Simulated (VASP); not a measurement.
Input of a VASP 6.6.1 run:

INCAR

```
PREC     = Accurate       # precision mode
ENCUT    = 520            # plane-wave cutoff, eV
EDIFF    = 1E-7           # SCF threshold, eV
ISMEAR   = 0              # smearing method
SIGMA    = 0.02           # smearing width, eV
LREAL    = False          # projectors in reciprocal space
LASPH    = True           # aspherical terms in the spheres
NELM     = 100            # most SCF steps
ALGO     = Normal         # electronic algorithm
ISIF     = 2              # what is computed and relaxed
LWAVE    = False          # write WAVECAR
LCHARG   = False          # write CHGCAR
GGA      = PS             # functional
NBANDS   = 16             # bands
```

The input KPOINTS:

```
regular mesh
0
Gamma
  10 10 10
```

POSCAR

```
ZnS
1.0
    0.0000000000      2.6781727586      2.6781727586
    2.6781727586      0.0000000000      2.6781727586
    2.6781727586      2.6781727586      0.0000000000
Zn S
1 1
Direct
    0.0000000000      0.0000000000      0.0000000000
    0.7500000000      0.7500000000      0.7500000000
```

Potentials or basis: VASP PAW PBE potentials, release 64 (Zn, S).

Launch:

```console
$ cat potpaw_PBE.64/Zn/POTCAR potpaw_PBE.64/S/POTCAR > POTCAR
$ mpirun -np 1 vasp_std > vasp.out
```

Estimate the pressure.

0.2 GPa.

Estimate the band gap on the k mesh.

2.09 eV, direct.

Caveat: the PAW data sets were made with another functional, which shifts forces and pressure a little.
